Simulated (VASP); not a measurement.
Here is a VASP 6.6.1 calculation.

File INCAR:

```
  PREC = Accurate
  ENCUT = 520
  EDIFF = 1E-6
  ISMEAR = -1
  SIGMA = 0.05
  LREAL = F
  LASPH = T
  NELM = 80
  ALGO = Normal
  ISIF = 2
  LWAVE = F
  LCHARG = F
  NBANDS = 18
```

The input KPOINTS:

```
Automatic mesh
0
Gamma
  9 9 9
```

The input POSCAR:

```
LaZn
1.0
    3.7500000000      0.0000000000      0.0000000000
    0.0000000000      3.7500000000      0.0000000000
    0.0000000000      0.0000000000      3.6750000000
La Zn
1 1
Direct
    0.5000000000      0.5000000000      0.5000000000
    0.0000000000      0.0000000000      0.0000000000
```

Potentials or basis: VASP PAW LDA potentials, release 64 (La, Zn).

The run is started by

```console
$ cat potpaw_LDA.64/La/POTCAR potpaw_LDA.64/Zn/POTCAR > POTCAR
$ mpirun -np 1 vasp_std > vasp.out
```

(1) Estimate the pressure.

(2) Estimate the band gap on the k mesh.

Answers

(1) -3.2 GPa.

(2) zero (an odd number of electrons rules out a gap without spin polarisation).

Caveat: the cell differs from its parent crystal (zz strain of -2 %); the cell stands under tension; spin-orbit coupling is left out, which moves the levels of the heavy elements.
